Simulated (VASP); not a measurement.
In:

```
CELL_PARAMETERS angstrom
1.65843 0.95750 8.15238
-1.65843 0.95750 8.15238
0.00000 -1.91499 8.15238
ATOMIC_POSITIONS crystal
In 0.22199 0.22199 0.22199
In 0.77801 0.77801 0.77801
In 0.00000 0.00000 0.00000
```

Base run:

```yaml
Program: VASP 6.6.1
Functional: PBEsol
Potentials_or_basis: VASP PAW PBE potentials, release 64 (In_d)
Cutoff: 520 eV
k_mesh: 9 × 9 × 9
Occupations: fermi-dirac, width 0.05 eV
Spin: no spin polarisation
```

Its results: pressure -1.2 GPa; largest force 0.017 eV/Å.

The run is repeated on the same cell with these changes: functional from PBEsol to PBE. What comes out?

Pressure 2.6 GPa; largest force 0.013 eV/Å.

PBE binds less tightly than PBEsol, so the same cell stands under more pressure.

Caveats: the PAW data sets were made with another functional, which shifts forces and pressure a little (some runs).
